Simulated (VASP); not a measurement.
Here is a VASP 6.6.1 calculation.

Contents of INCAR:

```
SYSTEM = Al
PREC = Accurate ; ENCUT = 520
EDIFF = 1E-6 ; ISMEAR = 0
SIGMA = 0.15 ; LREAL = .False.
LASPH = .True. ; NELM = 100
ALGO = Fast ; ISIF = 2
LWAVE = .False. ; LCHARG = .False.
GGA = PS ; NBANDS = 10
```

Contents of KPOINTS:

```
regular mesh
0
Gamma
  18 18 10
  0 0 0
```

POSCAR

```
Al
1.0
    2.8496988417      0.0000000000      0.0000000000
   -1.4248494208      2.4679115900      0.0000000000
    0.0000000000      0.0000000000      4.2672000000
Al
2
Direct
    0.6666666667      0.3333333333      0.7500000000
    0.3333333333      0.6666666667      0.2500000000
```

Potentials or basis: VASP PAW PBE potentials, release 64 (Al).

Command:

```sh
$ cat potpaw_PBE.64/Al/POTCAR > POTCAR
$ mpirun -np 1 vasp_std > vasp.out
```

(1) What does it give for the band gap on the k mesh?

(2) Estimate the pressure.

Results:

(1) zero (band 3 reaches 14.63 eV, above the bottom of band 4 at 5.49 eV).

(2) 8.9 GPa.

Caveat: the PAW data sets were made with another functional, which shifts forces and pressure a little.
